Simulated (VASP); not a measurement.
# MgS (R3m) in VASP: notebook

Aim: see how the results for MgS move with the level of theory and the settings. Levels: PBE, r2SCAN. Tasks: single point.

Program: VASP 6.6.1. These are calculated values, not measurements. Logs are shortened: lines on timing, memory, paths and dates and some standing lists are left out, and cuts for length are marked.

## (1) The cell of the first run

The structure is trigonal, space group R3m (No. 160). Conventional cell: a = 3.843 Å, b = 3.843 Å, c = 10.101 Å, α = 90.00°, β = 90.00°, γ = 120.00°. Mg (site symmetry 3m) has 4 S at 2.41 to 2.44 Å within 3.2 Å. S (site symmetry 3m) has 4 Mg at 2.41 to 2.44 Å within 3.2 Å.

## (2) Single point, PBE (epitaxial 111 strain -4.0%)

INCAR reads:

```
SYSTEM = MgS
PREC = Accurate
ENCUT = 520
EDIFF = 1E-7
ISMEAR = -1
SIGMA = 0.02
LREAL = .FALSE.
LASPH = .TRUE.
NELM = 60
ALGO = Normal
ISIF = 2
LWAVE = .FALSE.
LCHARG = .FALSE.
GGA = PE
NBANDS = 11
```

KPOINTS reads:

```
Automatic mesh
0
G
  8 8 8
  0 0 0
```

POSCAR reads:

```
MgS
1.0
    0.1321770109      2.8498187785      2.8498187785
    2.8498187785      0.1321770109      2.8498187785
    2.8498187785      2.8498187785      0.1321770109
Mg S
1 1
Direct
    0.0044225808      0.0044225808      0.0044225808
    0.2455774192      0.2455774192      0.2455774192
```

Potentials or basis: VASP PAW PBE potentials, release 64 (Mg, S).

The run is started by

```bash
cat potpaw_PBE.64/Mg/POTCAR potpaw_PBE.64/S/POTCAR > POTCAR
mpirun -np 1 vasp_std > vasp.out
```

OUTCAR:

```text
SYSTEM = MgS
   PREC = Accurate
   ENCUT = 520
   EDIFF = 1E-7
   ISMEAR = -1
   LREAL = .FALSE.
   LASPH = .TRUE.
   NELM = 60
   ISIF = 2
   GGA = PE

 ion  position               nearest neighbor table
   1  0.004  0.004  0.004-   2 2.41   2 2.41   2 2.41   2 2.44
   2  0.246  0.246  0.246-   1 2.41   1 2.41   1 2.41   1 2.44

  LATTYP: Found a trigonal (rhomboedric) cell.
 ALAT       =     4.0324192370
 COS(alpha) =     0.5457937966

  Lattice vectors:

 A1 = (   0.1321770109,   2.8498187785,   2.8498187785)
 A2 = (   2.8498187785,   0.1321770109,   2.8498187785)
 A3 = (   2.8498187785,   2.8498187785,   0.1321770109)

Analysis of symmetry for initial positions (statically):
=====================================================================
 Subroutine PRICEL returns:
 Original cell was already a primitive cell.

 Routine SETGRP: Setting up the symmetry group for a
 trigonal (rhombohedral) supercell.

 Subroutine GETGRP returns: Found  6 space group operations
 (whereof  6 operations were pure point group operations)
 out of a pool of 12 trial point group operations.

The static configuration has the point symmetry C_3v.

Analysis of symmetry for dynamics (positions and initial velocities):
=====================================================================
 Subroutine PRICEL returns:
 Original cell was already a primitive cell.

 Routine SETGRP: Setting up the symmetry group for a
 trigonal (rhombohedral) supercell.

 Subroutine GETGRP returns: Found  6 space group operations
 (whereof  6 operations were pure point group operations)
 out of a pool of 12 trial point group operations.

The dynamic configuration has the point symmetry C_3v.

 Subroutine INISYM returns: Found  6 space group operations
 (whereof  6 operations are pure point group operations),
 and found     1 'primitive' translations

----------------------------------------------------------------------------------------

                                     Primitive cell

  volume of cell :      43.0713

  direct lattice vectors                    reciprocal lattice vectors
     0.132177011  2.849818778  2.849818778    -0.188152984  0.179813100  0.179813100
     2.849818778  0.132177011  2.849818778     0.179813100 -0.188152984  0.179813100
     2.849818778  2.849818778  0.132177011     0.179813100  0.179813100 -0.188152984

  length of vectors
     4.032419237  4.032419237  4.032419237     0.316333760  0.316333760  0.316333760

  position of ions in fractional coordinates (direct lattice)
     0.004422581  0.004422581  0.004422581
     0.245577419  0.245577419  0.245577419

  ion indices of the primitive-cell ions
   primitive index   ion index
                 1           1
                 2           2

----------------------------------------------------------------------------------------

 KPOINTS: Automatic mesh

Automatic generation of k-mesh.
 Grid dimensions read from file:
 generate k-points for:    8    8    8

 Generating k-lattice:

  Cartesian coordinates                     Fractional coordinates (reciprocal lattice)
    -0.023519123  0.022476638  0.022476638     0.125000000  0.000000000  0.000000000
     0.022476638 -0.023519123  0.022476638     0.000000000  0.125000000  0.000000000
     0.022476638  0.022476638 -0.023519123     0.000000000  0.000000000  0.125000000

  Length of vectors
     0.039541720  0.039541720  0.039541720

  Shift w.r.t. Gamma in fractional coordinates (k-lattice)
     0.000000000  0.000000000  0.000000000

 Subroutine IBZKPT returns following result:
 ===========================================

 Found     65 irreducible k-points:

 Following reciprocal coordinates:
            Coordinates               Weight
  0.000000  0.000000  0.000000      1.000000
  0.125000 -0.000000 -0.000000      6.000000
  0.250000 -0.000000 -0.000000      6.000000
  0.375000  0.000000  0.000000      6.000000
  0.500000 -0.000000 -0.000000      3.000000
  0.125000  0.125000  0.000000      6.000000
[... 16 lines left out ...]
  0.250000  0.125000  0.125000      6.000000
  0.375000  0.125000  0.125000      6.000000
 [... further k-points ...]
   k-points           NKPTS =     65   k-points in BZ     NKDIM =     65   number of bands    NBANDS=     11
   number of dos      NEDOS =    301   number of ions     NIONS =      2
   total plane-waves  NPLWV =  27000
   dimension x,y,z NGX =    30 NGY =   30 NGZ =   30
   dimension x,y,z NGXF=    60 NGYF=   60 NGZF=   60
   ions per type =               1   1
   NGX,Y,Z   is equivalent  to a cutoff of  12.37, 12.37, 12.37 a.u.
   NGXF,Y,Z  is equivalent  to a cutoff of  24.74, 24.74, 24.74 a.u.
 SYSTEM =  MgS
   PREC   = accura    normal or accurate (medium, high low for compatibility)
   ISTART =      0    job   : 0-new  1-cont  2-samecut
   ICHARG =      2    charge: 1-file 2-atom 10-const
   ISPIN  =      1    spin polarized calculation?
   LNONCOLLINEAR =      F non collinear calculations
   LSORBIT =      F    spin-orbit coupling
   LASPH  =      T    aspherical Exc in radial PAW
   ENCUT  =  520.0 eV  38.22 Ry    6.18 a.u.   7.50  7.50  7.50*2*pi/ulx,y,z
   NELM   =     60;   NELMIN=  2; NELMDL= -5     # of ELM steps
   EDIFF  = 0.1E-06   stopping-criterion for ELM
   LREAL  =      F    real-space projection
   EDIFFG = 0.1E-05   stopping-criterion for IOM
   NSW    =      0    number of steps for IOM
   IBRION =     -1    ionic relax: 0-MD 1-quasi-New 2-CG
   NFREE  =      0    steps in history (QN), initial steepest desc. (CG)
   ISIF   =      2    stress and relaxation
   ISYM   =      2    0-nonsym 1-usesym 2-fastsym
   POTIM  = 0.5000    time-step for ionic-motion
   TEBEG  =    0.0;   TEEND  =   0.0 temperature during run
   PSTRESS=    0.0 pullay stress
   NELECT =       8.0000    total number of electrons
   NUPDOWN=      -1.0000    fix difference up-down
   EMIN   =  10.00;   EMAX   =-10.00  energy-range for DOS
   EFERMI =   0.00;   METHOD = LEGACY
   ISMEAR =    -1;   SIGMA  =   0.02  broadening in eV -4-tet -1-fermi 0-gaus
   EFERMI_NEDOS =   21; number of points for ismear=-14 and -15
   IALGO  =     38    algorithm
   IMIX   =      4    mixing-type and parameters
     AMIX     =   0.40;   BMIX     =  1.00
     AMIX_MAG =   1.60;   BMIX_MAG =  1.00
  volume/ion in A,a.u.               =      21.54       145.33
  Fermi-wavevector in a.u.,A,eV,Ry     =   0.934061  1.765120 11.870686  0.872471
  Thomas-Fermi vector in A             =   2.060827
   LORBIT       =      0    0 simple, 1 ext, 2 COOP (PROOUT), +10 PAW based schemes
   GGA     = PE    functional components
   LHFCALC =     F    Hartree Fock is set to
   AEXX    =    0.0000 exact exchange contribution
   IVDW    =     0    specifies the selected vdW correction
   LEPSILON=     F    determine dielectric tensor
   LRPA    =     F    only Hartree local field effects (RPA)
 non-spin polarized calculation
  energy-cutoff  :      520.00
  volume of cell :       43.07
 maximum number of plane-waves:      1175
 NGX is ok and might be reduce to    30
   NGX = 15   NGY = 15   NGZ = 15

 number of electron       8.0000000 magnetization

 Free energy of the ion-electron system (eV)
  ---------------------------------------------------
  ext. energy  EPLUGINS =         0.00000000
  ---------------------------------------------------
  free energy    TOTEN  =        -8.40612283 eV

  energy without entropy =       -8.40612283  energy(sigma->0) =       -8.40612283

 E-fermi :   2.0210     XC(G=0):  -8.5973

 val. band max:        1.5870509383   @ k =   0.0000   0.0000   0.0000
 cond. band min:       5.0327545022   @ k =   0.0000   0.0000   0.0000
 fundamental gap:      3.4457035639
 Fermi energy:         2.0209582606

 k-point     1 :       0.0000    0.0000    0.0000
  band No.  band energies     occupation
      1     -10.0330      2.00000
      2       1.1006      2.00000
      3       1.5871      2.00000
      4       1.5871      2.00000
      5       5.0328      0.00000
      6       8.9594      0.00000
      7       9.8284      0.00000
      8       9.8284      0.00000
      9      12.3799      0.00000
     10      12.3799      0.00000
     11      15.3847      0.00000

 k-point     2 :       0.1250   -0.0000   -0.0000
  band No.  band energies     occupation
      1      -9.9310      2.00000
      2       0.7696      2.00000
      3       1.1432      2.00000
      4       1.5133      2.00000
      5       5.6761      0.00000
      6       9.2274      0.00000
      7       9.5772      0.00000
      8      10.0074      0.00000
      9      11.7624      0.00000
     10      11.9712      0.00000
     11      14.7470      0.00000

 k-point     3 :       0.2500   -0.0000   -0.0000
  band No.  band energies     occupation
      1      -9.6649      2.00000
      2      -0.4530      2.00000
      3       1.0000      2.00000
      4       1.3479      2.00000
      5       6.4687      0.00000
      6       9.3254      0.00000
      7       9.6008      0.00000
      8       9.8953      0.00000
      9      11.6492      0.00000
     10      12.2925      0.00000
     11      13.8381      0.00000

 k-point     4 :       0.3750    0.0000    0.0000
  band No.  band energies     occupation
      1      -9.3626      2.00000
      2      -1.4617      2.00000
      3       0.9043      2.00000
      4       1.1977      2.00000
      5       6.6135      0.00000
      6       8.9529      0.00000
      7       9.4416      0.00000
      8      10.0246      0.00000
      9      12.8778      0.00000
     10      13.8522      0.00000
     11      14.0274      0.00000

 k-point     5 :       0.5000   -0.0000   -0.0000
  band No.  band energies     occupation
      1      -9.2236      2.00000
      2      -1.8501      2.00000
      3       0.8686      2.00000
      4       1.1393      2.00000
      5       6.5740      0.00000
      6       8.7596      0.00000
      7       9.2514      0.00000
      8      10.1975      0.00000
      9      14.2035      0.00000
     10      14.6577      0.00000
     11      15.4163      0.00000
[... 211 lines left out ...]
 k-point    21 :       0.5000    0.5000    0.0000
  band No.  band energies     occupation
      1      -9.0144      2.00000
      2      -1.5459      2.00000
      3       0.1173      2.00000
      4       0.5455      2.00000
      5       5.1864      0.00000
      6       7.1703      0.00000
      7      12.8025      0.00000
      8      14.1386      0.00000
      9      14.3089      0.00000
     10      15.0726      0.00000
     11      15.3079      0.00000

 k-point    22 :       0.1250    0.1250    0.1250
  band No.  band energies     occupation
      1      -9.9497      2.00000
      2       0.4214      2.00000
      3       1.5460      2.00000
      4       1.5460      2.00000
      5       5.7613      0.00000
      6       8.8437      0.00000
      7       9.9789      0.00000
      8       9.9789      0.00000
      9      12.0188      0.00000
     10      12.0188      0.00000
     11      14.9341      0.00000

 k-point    23 :       0.2500    0.1250    0.1250
  band No.  band energies     occupation
      1      -9.8029      2.00000
      2      -0.0541      2.00000
      3       1.0163      2.00000
      4       1.5210      2.00000
      5       6.5481      0.00000
      6       8.9243      0.00000
      7       9.8096      0.00000
      8      10.1979      0.00000
      9      11.1699      0.00000
     10      12.3146      0.00000
     11      15.3055      0.00000

 k-point    24 :       0.3750    0.1250    0.1250
  band No.  band energies     occupation
      1      -9.5239      2.00000
      2      -0.8189      2.00000
      3       0.4963      2.00000
      4       1.3527      2.00000
      5       7.1458      0.00000
      6       8.9439      0.00000
      7       9.7109      0.00000
      8       9.9476      0.00000
      9      11.8018      0.00000
     10      13.2472      0.00000
     11      14.5583      0.00000

 [... further k-points ...]
[... 5 lines left out ...]
  --------------------------------------------------------------------------------------
  -------------------------------------------------------------------------------------
  Total        1.1206504      1.1206504      1.1206504     -0.4107135     -0.4107135     -0.4107135
  in kB       41.6862301     41.6862301     41.6862301    -15.2778231    -15.2778231    -15.2778231
  external PRESSURE =      41.6862301 kB  Pullay stress =       0.0000000 kB

 VOLUME and BASIS-vectors are now :
 -----------------------------------------------------------------------------
  energy-cutoff  :      520.00
  volume of cell :       43.07
      direct lattice vectors                 reciprocal lattice vectors
     0.132177011  2.849818778  2.849818778    -0.188152984  0.179813100  0.179813100
     2.849818778  0.132177011  2.849818778     0.179813100 -0.188152984  0.179813100
     2.849818778  2.849818778  0.132177011     0.179813100  0.179813100 -0.188152984

 POSITION                                       TOTAL-FORCE (eV/Angst)
 -----------------------------------------------------------------------------------
      0.02579      0.02579      0.02579         0.009055      0.009055      0.009055
      1.43216      1.43216      1.43216        -0.009055     -0.009055     -0.009055
 -----------------------------------------------------------------------------------
    total drift:                               -0.000087     -0.000087     -0.000087

  FREE ENERGIE OF THE ION-ELECTRON SYSTEM (eV)
  ---------------------------------------------------
  free  energy   TOTEN  =        -8.4061228258 eV

  energy  without entropy=       -8.4061228258  energy(sigma->0) =       -8.40612283
```

It took 17 s on 1 thread of Intel Xeon Platinum 8481C at 2.70GHz (Sapphire Rapids), shared host; peak memory 0.18 GiB.

What came out:

| Property | Result |
| --- | --- |
| Free energy | -8.4061 eV |
| Pressure | 4.2 GPa |
| Largest force | 0.016 eV/Å |
| Band gap on the k mesh | 3.45 eV, direct |

Forces on the atoms (eV/Å):
```
Mg   0.009  0.009  0.009
S   -0.009 -0.009 -0.009
```

Stress tensor (GPa, compression positive):
```
 4.17 -1.53 -1.53
-1.53  4.17 -1.53
-1.53 -1.53  4.17
```

Levels at points of the mesh, in eV from the valence-band top:
| k point | band 2 | band 3 | band 4 | band 5 | band 6 | band 7 |
| --- | --- | --- | --- | --- | --- | --- |
| (0.00, 0.00, 0.00) | -0.49 | 0.00 | 0.00 | 3.45 | 7.37 | 8.24 |
| (0.50, 0.00, 0.00) | -3.44 | -0.72 | -0.45 | 4.99 | 7.17 | 7.66 |
| (0.50, 0.50, 0.00) | -3.13 | -1.47 | -1.04 | 3.60 | 5.58 | 11.22 |
| (0.50, 0.50, 0.50) | -3.63 | -0.26 | -0.26 | 5.46 | 7.94 | 7.94 |

Caveat: the cell differs from its parent crystal (epitaxial 111 strain -4.0%).

## (3) Single point, r2SCAN (epitaxial 111 strain +4.0%)

POSCAR reads:

```
MgS
1.0
   -0.1305099322      2.8136019827      2.8136019827
    2.8136019827     -0.1305099322      2.8136019827
    2.8136019827      2.8136019827     -0.1305099322
Mg S
1 1
Direct
   -0.0041468711     -0.0041468711     -0.0041468711
    0.2541468711      0.2541468711      0.2541468711
```

INCAR.step1 reads:

```
ALGO = Normal
EDIFF = 1E-4
ENCUT = 520
GGA = PE
ISMEAR = 0
LASPH = T
LCHARG = F
LREAL = F
LWAVE = T
NBANDS = 11
NELM = 80
PREC = Accurate
SIGMA = 0.01
```

INCAR.step2 reads:

```
ALGO = Normal
EDIFF = 1E-6
ENCUT = 520
ISIF = 2
ISMEAR = 0
ISTART = 1
LASPH = T
LCHARG = F
LMIXTAU = T
LREAL = F
LWAVE = F
METAGGA = R2SCAN
NBANDS = 11
NELM = 80
PREC = Accurate
SIGMA = 0.01
```

KPOINTS reads:

```
k-points
0
Gamma
  8 8 8
```

Potentials or basis: VASP PAW PBE potentials, release 64 (Mg, S).

The run is started by

```bash
cat potpaw_PBE.64/Mg/POTCAR potpaw_PBE.64/S/POTCAR > POTCAR
cp INCAR.step1 INCAR
mpirun -np 1 vasp_std > vasp.out
cp INCAR.step2 INCAR
mpirun -np 1 vasp_std > vasp.out
```

It took 92 s on 1 thread of Intel Xeon Platinum 8488C (Sapphire Rapids), shared host; peak memory 0.18 GiB.

It converged, with:

- Free energy: -15.3984 eV
- Pressure: -3.0 GPa
- Largest force: 0.004 eV/Å
- Band gap on the k mesh: 3.57 eV, direct

Forces on the atoms (eV/Å):
```
Mg   0.003  0.003  0.003
S   -0.003 -0.003 -0.003
```

Stress tensor (GPa, compression positive):
```
-3.02  1.38  1.38
 1.38 -3.02  1.38
 1.38  1.38 -3.02
```

Levels at points of the mesh, in eV from the valence-band top:
| k point | band 2 | band 3 | band 4 | band 5 | band 6 | band 7 |
| --- | --- | --- | --- | --- | --- | --- |
| (0.00, 0.00, 0.00) | -0.34 | -0.34 | 0.00 | 3.57 | 7.94 | 7.94 |
| (0.50, 0.00, 0.00) | -3.26 | -0.56 | -0.37 | 5.45 | 7.80 | 8.23 |
| (0.50, 0.50, 0.00) | -2.91 | -1.40 | -1.03 | 4.06 | 6.00 | 11.23 |
| (0.50, 0.50, 0.50) | -3.10 | -0.75 | -0.75 | 5.08 | 7.52 | 7.52 |

Caveat: the cell differs from its parent crystal (epitaxial 111 strain +4.0%); the PAW data sets were made with another functional, which shifts forces and pressure a little. A k mesh can miss the band edges.

(Continued in part 2 of 2.)
